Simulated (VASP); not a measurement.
# AlSi16 (a cell with a defect) in VASP: notebook, part 2 of 2

VASP 6.6.1.

**3. Single point, PBE+D3(BJ), collinear spin**

INCAR

```
PREC = Accurate ; ENCUT = 520
EDIFF = 1E-6 ; ISMEAR = -1
SIGMA = 0.05 ; LREAL = Auto
LASPH = True ; NELM = 150
ALGO = Normal ; ISIF = 2
LWAVE = False ; LCHARG = False
ISPIN = 2 ; MAGMOM = 0 0 0 0 0 0 0 0 0 0 0 0 0 0 0 0 1
LORBIT = 11 ; GGA = PE
IVDW = 12 ; NBANDS = 52
```

KPOINTS

```
Automatic mesh
0
Gamma
  2 2 2
```

POSCAR

```
AlSi16
1.0
    0.0000000000      5.4300000000      5.4300000000
    5.4300000000      0.0000000000      5.4300000000
    5.4300000000      5.4300000000      0.0000000000
Si Al
16 1
Direct
   -0.0176335175     -0.0024401473      0.0035082873
    0.1406721915      0.0863627993      0.1219797422
   -0.0405064457      0.0457182320      0.4974677716
    0.0958011050      0.1370349908      0.6277348066
    0.0188489871      0.4925690608     -0.0208195212
    0.1406537753      0.6147237569      0.1131952118
    0.0202670350      0.5043738490      0.4984438306
    0.1143554328      0.6872283610      0.6154235727
    0.5176151013      0.0198250460     -0.0266574586
    0.6256906077      0.1305893186      0.1254327808
    0.4705064457     -0.0406721915      0.4933057090
    0.5942633517      0.1330294659      0.5980386740
    0.4864732965      0.5042081031      0.0622928177
    0.6158103131      0.6605248619      0.1661602210
    0.4697605893      0.4967955801      0.5164272560
    0.5955709024      0.5844475138      0.6745580110
    0.7182136280      0.7554511971      0.7456906077
```

Potentials or basis: VASP PAW PBE potentials, release 64 (Si, Al).

Launch:

```bash
> cat potpaw_PBE.64/Si/POTCAR potpaw_PBE.64/Al/POTCAR > POTCAR
> mpirun -np 1 vasp_std > vasp.out
```

OUTCAR:

```text
PREC = Accurate
   ENCUT = 520
   EDIFF = 1E-6
   ISMEAR = -1
   LREAL = Auto
   LASPH = True
   NELM = 150
   ISIF = 2
   ISPIN = 2
   LORBIT = 11
   GGA = PE
   IVDW = 12
 IVDW          = 12

 ion  position               nearest neighbor table
   1  0.982  0.998  0.004-  10 2.24   2 2.31   4 2.36   6 2.41
   2  0.141  0.086  0.122-   1 2.31   9 2.40   3 2.42   5 2.55
   3  0.959  0.046  0.497-   4 2.25   8 2.26  12 2.32   2 2.42  17 2.90
   4  0.096  0.137  0.628-   3 2.25   7 2.33   1 2.36  11 2.39
   5  0.019  0.493  0.979-   8 2.33   6 2.37   2 2.55  14 2.59  17 2.91
   6  0.141  0.615  0.113-  13 2.23   5 2.37   1 2.41   7 2.42
   7  0.020  0.504  0.498-   4 2.33   6 2.42   8 2.50  16 2.69  17 2.74
   8  0.114  0.687  0.615-   3 2.26  15 2.28   5 2.33   7 2.50  17 2.53
   9  0.518  0.020  0.973-  14 2.31  10 2.33  12 2.39   2 2.40  17 2.70
  10  0.626  0.131  0.125-   1 2.24   9 2.33  11 2.37  13 2.38
  11  0.471  0.959  0.493-  10 2.37  16 2.39   4 2.39  12 2.54  17 2.74
  12  0.594  0.133  0.598-  15 2.30   3 2.32  17 2.37   9 2.39  11 2.54
  13  0.486  0.504  0.062-   6 2.23  10 2.38  14 2.45  16 2.48  17 2.69
  14  0.616  0.661  0.166-  15 2.26   9 2.31  13 2.45   5 2.59  17 2.69
  15  0.470  0.497  0.516-  14 2.26   8 2.28  12 2.30  16 2.35
  16  0.596  0.584  0.675-  17 2.32  15 2.35  11 2.39  13 2.48   7 2.69
  17  0.718  0.755  0.746-  16 2.32  12 2.37   8 2.53  13 2.69  14 2.69   9 2.70   7 2.74  11 2.74
                             3 2.90   5 2.91

  LATTYP: Found a face centered cubic cell.
 ALAT       =    10.8600000000

  Lattice vectors:

 A1 = (   0.0000000000,   5.4300000000,   5.4300000000)
 A2 = (   5.4300000000,   0.0000000000,   5.4300000000)
 A3 = (   5.4300000000,   5.4300000000,   0.0000000000)

Analysis of symmetry for initial positions (statically):
=====================================================================
 Subroutine PRICEL returns:
 Original cell was already a primitive cell.

 Routine SETGRP: Setting up the symmetry group for a
 face centered cubic supercell.

 Subroutine GETGRP returns: Found  1 space group operations
 (whereof  1 operations were pure point group operations)
 out of a pool of 48 trial point group operations.

The static configuration has the point symmetry C_1 .

Analysis of symmetry for dynamics (positions and initial velocities):
=====================================================================
 Subroutine PRICEL returns:
 Original cell was already a primitive cell.

 Routine SETGRP: Setting up the symmetry group for a
 face centered cubic supercell.

 Subroutine GETGRP returns: Found  1 space group operations
 (whereof  1 operations were pure point group operations)
 out of a pool of 48 trial point group operations.

The dynamic configuration has the point symmetry C_1 .

Analysis of structural, dynamic, and magnetic symmetry:
=====================================================================
 Subroutine PRICEL returns:
 Original cell was already a primitive cell.

 Routine SETGRP: Setting up the symmetry group for a
 face centered cubic supercell.

 Subroutine GETGRP returns: Found  1 space group operations
 (whereof  1 operations were pure point group operations)
 out of a pool of 48 trial point group operations.

The overall configuration has the point symmetry C_1 .

 Subroutine INISYM returns: Found  1 space group operations
 (whereof  1 operations are pure point group operations),
 and found     1 'primitive' translations

----------------------------------------------------------------------------------------

                                     Primitive cell

  volume of cell :     320.2060

[... 122 lines left out ...]
  volume/ion in A,a.u.               =      18.84       127.11
  Fermi-wavevector in a.u.,A,eV,Ry     =   0.971904  1.836632 12.852022  0.944597
  Thomas-Fermi vector in A             =   2.102159
   LORBIT       =     11    0 simple, 1 ext, 2 COOP (PROOUT), +10 PAW based schemes
   GGA     = PE    functional components
   LHFCALC =     F    Hartree Fock is set to
   AEXX    =    0.0000 exact exchange contribution
   IVDW    =    12    specifies the selected vdW correction
   LEPSILON=     F    determine dielectric tensor
   LRPA    =     F    only Hartree local field effects (RPA)
 spin polarized calculation
  energy-cutoff  :      520.00
  volume of cell :      320.21
 maximum number of plane-waves:      8646
 NGX is ok and might be reduce to    60
   NGX = 29   NGY = 29   NGZ = 29

 number of electron      67.0000000 magnetization       0.0004017

 number of electron      67.0000000 magnetization      -0.0000065

 Free energy of the ion-electron system (eV)
  ---------------------------------------------------
  ext. energy  EPLUGINS =         0.00000000
  ---------------------------------------------------
  free energy    TOTEN  =       -84.89255538 eV

  energy without entropy =      -84.84479725  energy(sigma->0) =      -84.86867632

 E-fermi :   6.8463     XC(G=0):  -9.7066

 val. band max:        6.7895940642   @ k =   0.0000   0.0000   0.0000
 cond. band min:       6.8516789141   @ k =   0.5000   0.5000   0.5000
 fundamental gap:      0.0620848498
 Fermi energy:         6.8462598902

 spin component 1

 k-point     1 :       0.0000    0.0000    0.0000
  band No.  band energies     occupation
      1      -5.9510      1.00000
      2      -3.7117      1.00000
      3      -3.5187      1.00000
      4      -3.4395      1.00000
      5      -3.2203      1.00000
      6      -2.2561      1.00000
[... 373 lines left out ...]
     44      10.1870      0.00000
     45      10.2927      0.00000
 Fermi energy:         6.8462598902

 spin component 2

 k-point     1 :       0.0000    0.0000    0.0000
  band No.  band energies     occupation
      1      -5.9510      1.00000
      2      -3.7117      1.00000
      3      -3.5187      1.00000
      4      -3.4395      1.00000
      5      -3.2203      1.00000
      6      -2.2561      1.00000
[... 373 lines left out ...]
     44      10.1870      0.00000
     45      10.2927      0.00000
 [bands above 45 left out]

------------------------ aborting loop because EDIFF is reached ----------------------------------------

 Edisp (eV)   -5.60733

 E8    (eV) :    -2.3296

  FORCE on cell =-STRESS in cart. coord.  units (eV):
  Direction    XX          YY          ZZ          XY          YZ          ZX
  --------------------------------------------------------------------------------------
  -------------------------------------------------------------------------------------
  Total       0.94243     3.73826     3.63145    -2.92447    -0.09783     0.79989
  in kB       4.71551    18.70471    18.17026   -14.63282    -0.48948     4.00232
  external pressure =       13.86 kB  Pullay stress =        0.00 kB

 VOLUME and BASIS-vectors are now :
 -----------------------------------------------------------------------------
  energy-cutoff  :      520.00
  volume of cell :      320.21
      direct lattice vectors                 reciprocal lattice vectors
     0.000000000  5.430000000  5.430000000    -0.092081031  0.092081031  0.092081031
     5.430000000  0.000000000  5.430000000     0.092081031 -0.092081031  0.092081031
     5.430000000  5.430000000  0.000000000     0.092081031  0.092081031 -0.092081031

 POSITION                                       TOTAL-FORCE (eV/Angst)
 -----------------------------------------------------------------------------------
      5.43580      5.35330     10.75100        -1.304864      0.853298      0.388871
      1.13130      1.42620      1.23280         1.316749     -0.379385      1.162283
      2.94950      7.91130      5.45830        -0.862982     -1.141271      0.367037
      4.15270      3.92880      1.26430         0.440792      0.963286      0.630865
      7.99160      5.41930      2.77700         0.619809      0.354826     -1.020407
      3.95260      1.37840      4.10170         1.354851     -0.858596     -0.961866
[... 9 lines left out ...]
      6.83640      6.89680      6.40750        -1.079862      0.120389      0.023660
      8.15120      7.94900      8.00200        -0.010205      1.264655     -0.039414
 -----------------------------------------------------------------------------------
    total drift:                               -0.003262     -0.002226      0.002880

  FREE ENERGIE OF THE ION-ELECTRON SYSTEM (eV)
  ---------------------------------------------------
  free  energy   TOTEN  =       -90.4998805330 eV

  energy  without entropy=      -90.4521223955  energy(sigma->0) =      -90.47600146

 total charge

# of ion       s       p       d       tot
------------------------------------------
    1        0.741   0.970   0.000   1.710
    2        0.754   0.891   0.000   1.645
    3        0.751   0.954   0.000   1.704
    4        0.749   0.948   0.000   1.697
    5        0.755   0.870   0.000   1.625
    6        0.749   0.935   0.000   1.685
[... 9 lines left out ...]
   16        0.780   0.891   0.000   1.671
   17        0.494   0.340   0.000   0.834
--------------------------------------------------
tot         12.635  15.034   0.000  27.668

 magnetization (x)

# of ion       s       p       d       tot
------------------------------------------
    1        0.000  -0.000   0.000  -0.000
    2        0.000   0.000   0.000   0.000
    3        0.000   0.000   0.000   0.000
    4        0.000   0.000   0.000   0.000
    5       -0.000  -0.000   0.000  -0.000
    6        0.000   0.000   0.000   0.000
[... 9 lines left out ...]
   16        0.000  -0.000   0.000  -0.000
   17        0.000   0.000   0.000   0.000
--------------------------------------------------
tot          0.000   0.000   0.000   0.000
```

Run time: 17 min. Hardware: 1 thread of Oxide Virtual Turin-like, shared host; peak memory 0.67 GiB.

What came out:

- Free energy: -90.4999 eV
- Pressure: 1.4 GPa
- Largest force: 2.037 eV/Å
- Net moment: 0.00 μB per cell
- Valence electrons inside the program's atomic spheres: Si 1.71, 1.65, 1.70, 1.62, 1.69, 1.68, 1.64, 1.67, 1.72 (each value once); Al 0.83
- Dispersion energy per atom: -0.330 eV

Forces in eV/Å, atoms in the order of the input:
```
Si  -1.305  0.853  0.389
Si   1.317 -0.379  1.162
Si  -0.863 -1.141  0.367
Si   0.441  0.963  0.631
Si   0.620  0.355 -1.020
Si   1.355 -0.859 -0.962
Si   0.573 -0.874 -0.081
Si  -1.144  0.358 -1.139
Si   0.478 -0.873 -0.478
Si   0.946 -0.458 -0.531
Si   0.558  0.114  0.325
Si   0.526 -0.581 -0.114
Si  -0.836  0.508  0.862
Si  -1.971  0.219  0.465
Si   0.396  0.411  0.140
Si  -1.080  0.120  0.024
Al  -0.010  1.265 -0.039
```

Stress tensor (GPa, compression positive):
```
 0.47 -1.46  0.40
-1.46  1.87 -0.05
 0.40 -0.05  1.82
```

Caveat: the k points lie up to 0.50 Å⁻¹ apart; the atoms stand as in a frame of molecular dynamics.

**4. Single point, PBE+D3(BJ), collinear spin**

INCAR

```
SYSTEM = AlSi16
PREC = Accurate
ENCUT = 520
EDIFF = 1E-6
ISMEAR = -1
SIGMA = 0.05
LREAL = Auto
LASPH = .True.
NELM = 150
ALGO = Normal
ISIF = 2
LWAVE = .False.
LCHARG = .False.
ISPIN = 2
MAGMOM = 0 0 0 0 0 0 0 0 0 0 0 0 0 0 0 0 1
LORBIT = 11
GGA = PE
IVDW = 12
NBANDS = 52
```

KPOINTS

```
Automatic mesh
0
Gamma
  2 2 2
  0 0 0
```

POSCAR

```
AlSi16
1.0
    0.0000000000      5.4300000000      5.4300000000
    5.4300000000      0.0000000000      5.4300000000
    5.4300000000      5.4300000000      0.0000000000
Si Al
16 1
Direct
   -0.0475046041     -0.0000828729      0.0134898711
    0.1155893186      0.1250552486      0.1037845304
   -0.0323204420      0.0497237569      0.4916390424
    0.0874401473      0.1225598527      0.6618232044
   -0.0060773481      0.5138858195     -0.0109576427
    0.1065561694      0.6423204420      0.1298710866
    0.0129189687      0.5125874770      0.5064364641
    0.1540515654      0.6666482505      0.5999079190
    0.4948895028      0.0162707182      0.0016298343
    0.5959023941      0.1420902394      0.1689042357
    0.4688489871     -0.0697697974      0.5306721915
    0.5969981584      0.1362799263      0.6080478821
    0.4879373849      0.5185635359      0.0220626151
    0.6236372007      0.6528637201      0.1271362799
    0.5125414365      0.4788029466      0.4788029466
    0.6215377532      0.5613351750      0.6536924494
    0.7757182320      0.7400276243      0.7243738490
```

Launch:

```bash
> cat potpaw_PBE.64/Si/POTCAR potpaw_PBE.64/Al/POTCAR > POTCAR
> mpirun -np 1 vasp_std > vasp.out
```

Wall time 14 min (1 thread of Oxide Virtual Turin-like, shared host); peak memory 0.66 GiB.

Results (log left out):

| Quantity | Value |
| --- | --- |
| Free energy | -90.7615 eV |
| Pressure | 1.4 GPa |
| Largest force | 2.682 eV/Å |
| Net moment | 0.00 μB per cell |
| Valence electrons inside the program's atomic spheres | Si 1.75, 1.64, 1.66, 1.68, 1.65, 1.67, 1.63, 1.69, 1.73, 1.76 (each value once); Al 0.83 |
| Dispersion energy per atom | -0.330 eV |

Forces in eV/Å, atoms in the order of the input:
```
Si   1.096  1.060  0.450
Si   0.898  0.295  0.194
Si  -1.169 -0.552 -0.060
Si  -0.789 -0.550  1.905
Si  -0.627  0.807  0.299
Si  -0.755  0.672 -0.554
Si  -1.034 -0.080 -0.786
Si   0.026  0.375 -0.147
Si   0.596 -1.002  0.710
Si  -0.452 -0.808 -1.099
Si   1.322 -0.418  1.091
Si  -0.801  1.302 -2.203
Si   0.028 -0.287 -0.431
Si  -0.522 -0.099 -0.145
Si   1.449 -0.437  0.639
Si  -0.280  0.428  0.409
Al   1.014 -0.706 -0.274
```

Stress tensor (GPa, compression positive):
```
 1.68 -1.64 -1.09
-1.64  2.13 -1.55
-1.09 -1.55  0.52
```

Levels at points of the mesh, in eV from the Fermi level:
Spin up:
```tsv
k point	band 29	band 30	band 31	band 32	band 33	band 34	band 35	band 36	band 37	band 38
(0.00, 0.00, 0.00)	-1.51	-1.30	-0.94	-0.80	-0.57	-0.37	-0.24	-0.22	-0.02	0.26
(0.50, 0.00, 0.00)	-1.88	-1.34	-1.23	-1.10	-0.44	0.21	0.32	0.51	0.76	0.82
(0.00, 0.50, 0.00)	-1.47	-1.45	-1.34	-0.96	-0.59	0.15	0.38	0.63	0.71	0.87
(0.00, 0.00, 0.50)	-1.59	-1.49	-1.39	-1.11	-0.33	0.12	0.31	0.52	0.60	0.94
(0.50, 0.50, 0.50)	-1.54	-1.48	-1.29	-1.14	-0.55	0.11	0.47	0.51	0.68	0.74
(0.50, 0.50, 0.00)	-2.09	-1.87	-1.77	-1.50	-0.32	0.09	0.93	1.30	1.49	1.53
(0.00, 0.50, 0.50)	-1.91	-1.83	-1.75	-1.64	-0.33	0.28	0.86	1.25	1.41	1.46
(0.50, 0.00, 0.50)	-2.01	-1.87	-1.77	-1.67	-0.21	0.15	0.87	1.33	1.43	1.62
```
Spin down:
```tsv
k point	band 31	band 32	band 33	band 34	band 35	band 36
(0.00, 0.00, 0.00)	-0.94	-0.80	-0.57	-0.37	-0.24	-0.22
(0.50, 0.00, 0.00)	-1.23	-1.10	-0.44	0.21	0.32	0.51
(0.00, 0.50, 0.00)	-1.34	-0.96	-0.59	0.15	0.38	0.63
(0.00, 0.00, 0.50)	-1.39	-1.11	-0.33	0.12	0.31	0.52
(0.50, 0.50, 0.50)	-1.29	-1.14	-0.55	0.11	0.47	0.51
(0.50, 0.50, 0.00)	-1.77	-1.50	-0.32	0.09	0.93	1.30
(0.00, 0.50, 0.50)	-1.75	-1.64	-0.33	0.28	0.86	1.25
(0.50, 0.00, 0.50)	-1.77	-1.67	-0.21	0.15	0.87	1.33
```

Caveat: the k points lie up to 0.50 Å⁻¹ apart; the atoms stand as in a frame of molecular dynamics.

**5. The runs side by side**

| cell | gap on the mesh (eV) | pressure (GPa) | moment (μB) | largest force (eV/Å) |
| --- | --- | --- | --- | --- |
| as given, atomic positions A | none | 3.0 | 0.00 | 2.85 |
| as given, atomic positions B | none | 1.4 | 0.00 | 2.04 |
| as given, atomic positions C | none | 1.4 | 0.00 | 2.68 |

Alike in all rows: task single point; level PBE+D3(BJ); potentials or basis VASP PAW PBE potentials, release 64 (Si, Al); spin collinear; k mesh 2 × 2 × 2; cutoff (eV) 520; smearing fermi-dirac 0.05 eV.

Caveats: all runs use coarse meshes; the atoms stand as in a frame of molecular dynamics.

Absolute energies hang on the potentials; compare differences alone.

The gap in the log of VASP goes by the Fermi energy; the results here count the filled bands.